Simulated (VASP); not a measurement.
Wanted: the native input for a VASP 6.6.1 run.

- Task: single point
- Functional: PBE
- Potentials or basis: VASP PAW PBE potentials, release 64 (Si)
- Cutoff: 520 eV
- k mesh: 10 × 10 × 10
- Occupations: fermi-dirac, width 0.05 eV
- Spin: no spin polarisation
- Dipole correction: no
- Further INCAR settings: ALGO = Normal; EDIFF = 1e-06; NBANDS = 8

The structure of Si lies in POSCAR:

```
Si
1.0
    2.5654310580      0.0000000000      0.0000000000
    0.0000000000      2.5654310580      0.0000000000
    0.0000000000      0.0000000000      2.5654310580
Si
1
Direct
    0.5000000000      0.5000000000      0.5000000000
```

One way to write it, as run:

INCAR

```
SYSTEM = Si
PREC     = Accurate       ! precision mode
ENCUT    = 520            ! plane-wave cutoff, eV
EDIFF    = 1E-6           ! SCF threshold, eV
ISMEAR   = -1             ! smearing method
SIGMA    = 0.05           ! smearing width, eV
LREAL    = .False.        ! projectors in reciprocal space
LASPH    = .True.         ! aspherical terms in the spheres
NELM     = 60             ! most SCF steps
ALGO     = Normal         ! electronic algorithm
ISIF     = 2              ! what is computed and relaxed
LWAVE    = .False.        ! write WAVECAR
LCHARG   = .False.        ! write CHGCAR
GGA      = PE             ! functional
NBANDS   = 8              ! bands
```

KPOINTS

```
Automatic mesh
0
Gamma
  10 10 10
  0 0 0
```

Potentials or basis: VASP PAW PBE potentials, release 64 (Si).

Command:

```console
$ cat potpaw_PBE.64/Si/POTCAR > POTCAR
$ mpirun -np 1 vasp_std > vasp.out
```

It gave:

```json
{"Pressure": "-3.5 GPa", "Band gap on the k mesh": "zero (band 2 reaches 15.18 eV, above the bottom of band 3 at 5.01 eV)"}
```

It took 3.9 s on 1 thread of Intel(R) Xeon(R) Platinum 8488C (Sapphire Rapids), with other jobs on the host, peak memory 0.12 GiB.
